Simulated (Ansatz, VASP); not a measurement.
WS2 in VASP and in Ansatz

Contents of INCAR:

```
SYSTEM = WS2
PREC     = Accurate       ! precision mode
ENCUT    = 520            ! plane-wave cutoff, eV
EDIFF    = 1E-7           ! SCF threshold, eV
ISMEAR   = -1             ! smearing method
SIGMA    = 0.05           ! smearing width, eV
LREAL    = .FALSE.        ! projectors in reciprocal space
LASPH    = .TRUE.         ! aspherical terms in the spheres
NELM     = 80             ! most SCF steps
ALGO     = Normal         ! electronic algorithm
ISIF     = 2              ! what is computed and relaxed
LWAVE    = .FALSE.        ! write WAVECAR
LCHARG   = .FALSE.        ! write CHGCAR
GGA      = B5             ! functional
ALDAX    = 1.0          
AGGAX    = 1.0          
AGGAC    = 1.0          
ALDAC    = 0.0          
NBANDS   = 64             ! bands
```

File KPOINTS:

```
Automatic mesh
0
G
  10 10 1
  0 0 0
```

The input POSCAR:

```
WS2
1.0
    3.1831225544      0.0000000000      0.0000000000
   -1.5915612772      2.7566649955      0.0000000000
    0.0000000000      0.0000000000     35.1805582101
W S
4 8
Direct
    0.3333333333      0.6666666667      0.5923166100
    0.3333333333      0.6666666667      0.2234000000
    0.6666666667      0.3333333333      0.7766000000
    0.6666666667      0.3333333333      0.4076833900
    0.3333333333      0.6666666667      0.8211496400
    0.3333333333      0.6666666667      0.4520236900
    0.6666666667      0.3333333333      0.6366210700
    0.6666666667      0.3333333333      0.2677418400
    0.3333333333      0.6666666667      0.7322581600
    0.3333333333      0.6666666667      0.3633789300
    0.6666666667      0.3333333333      0.5479763100
    0.6666666667      0.3333333333      0.1788503600
```

input.yaml

```yaml
crystal:
  lattice:
    - [3.1831225544, 0.0, 0.0]
    - [-1.5915612772, 2.7566649955, 0.0]
    - [0.0, 0.0, 35.1805582101]
  atoms:
    - { symbol: W, position: [0.3333333333, 0.6666666667, 0.59231661] }
    - { symbol: W, position: [0.3333333333, 0.6666666667, 0.2234] }
    - { symbol: W, position: [0.6666666667, 0.3333333333, 0.7766] }
    - { symbol: W, position: [0.6666666667, 0.3333333333, 0.40768339] }
    - { symbol: S, position: [0.3333333333, 0.6666666667, 0.82114964] }
    - { symbol: S, position: [0.3333333333, 0.6666666667, 0.45202369] }
    - { symbol: S, position: [0.6666666667, 0.3333333333, 0.63662107] }
    - { symbol: S, position: [0.6666666667, 0.3333333333, 0.26774184] }
    - { symbol: S, position: [0.3333333333, 0.6666666667, 0.73225816] }
    - { symbol: S, position: [0.3333333333, 0.6666666667, 0.36337893] }
    - { symbol: S, position: [0.6666666667, 0.3333333333, 0.54797631] }
    - { symbol: S, position: [0.6666666667, 0.3333333333, 0.17885036] }
hamiltonian:
  xc: blyp
  pseudopotentials: { kind: paw }
kpoints:
  mp_grid: { grid: [10, 10, 1] }
  band_path:
    path:
      - [[0.0, 0.0, 0.0], [0.5, 0.0, 0.0], [0.3333333333, 0.3333333333, 0.0], [0.0, 0.0, 0.0], [0.0, 0.0, 0.5], [0.5, 0.0, 0.5], [0.3333333333, 0.3333333333, 0.5], [0.0, 0.0, 0.5]]
      - [[0.5, 0.0, 0.5], [0.5, 0.0, 0.0]]
      - [[0.3333333333, 0.3333333333, 0.0], [0.3333333333, 0.3333333333, 0.5]]
    npoints: 10
scf:
  occupations: { method: fermi_dirac, width: 0.05 }
  n_extra_bands: 30
output:
  forces: true
  stress: true
  eigenvalues: true
  fatbands: false
  write_density: true
  write_potential: true
  elf: true
  volumetric_format: npy
```

Alike in both runs: functional BLYP; k mesh 10 × 10 × 1; occupations fermi-dirac, width 0.05 eV; no spin polarisation.

```csv
,VASP,Ansatz
version,VASP 6.6.1,Ansatz 0.2.0
potentials or method,"VASP PAW PBE potentials, release 64 (W_sv, S)",Ansatz PAW
plane-wave cutoff (eV),520,420
valence electrons in the cell,104,104
task,single point,band structure
```

Ansatz gave:

* gap on the k mesh at the Fermi level (eV): 1.43
* least direct gap on the mesh (eV): 2.09
* rms of the force components (eV/Å): 0.301

Task: Estimate VASP's values.

Result: gap on the k mesh at the Fermi level (eV): 1.44; least direct gap on the mesh (eV): 2.11; rms of the force components (eV/Å): 0.322.

VASP's potentials were made for PBE, not for BLYP. Atom by atom the forces differ by 0.021 eV/Å (rms over components). The functional is the same, so the differences come from potentials, cutoffs and numerics.

Neither program's run includes spin-orbit coupling. Noted on Ansatz's run: the k mesh misses the band edges, so the gap on the mesh is wider than the one along the path.
